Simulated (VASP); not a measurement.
Set up this calculation in VASP 6.6.1, as the native input.

```
Task                   : single point
Functional             : PBEsol
Potentials or basis    : VASP PAW PBE potentials, release 64 (Pb_d)
Cutoff                 : 520 eV
k mesh                 : 14 × 14 × 14
Occupations            : gaussian, width 0.1 eV
Spin                   : no spin polarisation
Dipole correction      : no
Further INCAR settings : ALGO = Fast; EDIFF = 1e-06; NBANDS = 13
```

The structure of Pb lies in POSCAR:

```
Pb
1.0
    0.0000000000      2.3905619002      2.3905619002
    2.3905619002      0.0000000000      2.3905619002
    2.3905619002      2.3905619002      0.0000000000
Pb
1
Direct
    0.0000000000      0.0000000000      0.0000000000
```

This cell differs from its parent crystal: volume scaled by 0.91.

These files were run (other wordings do the same):

INCAR

```
  PREC = Accurate
  ENCUT = 520
  EDIFF = 1E-6
  ISMEAR = 0
  SIGMA = 0.1
  LREAL = False
  LASPH = True
  NELM = 100
  ALGO = Fast
  ISIF = 2
  LWAVE = False
  LCHARG = False
  GGA = PS
  NBANDS = 13
```

KPOINTS

```
regular mesh
0
Gamma
  14 14 14
```

Potentials or basis: VASP PAW PBE potentials, release 64 (Pb_d).

Launch:

```bash
$ cat potpaw_PBE.64/Pb_d/POTCAR > POTCAR
$ mpirun -np 1 vasp_std > vasp.out
```

It gave:

```yaml
Pressure: 5.7 GPa
Band_gap_on_the_k_mesh: zero (band 7 reaches 16.58 eV, above the bottom of band 8 at 6.54 eV)
```

Caveat: the PAW data sets were made with another functional, which shifts forces and pressure a little; spin-orbit coupling is left out, which moves the levels of the heavy elements.

It took 40 s on 1 thread of Intel(R) Xeon(R) Platinum 8488C (Sapphire Rapids), with other jobs on the host, peak memory 0.17 GiB.
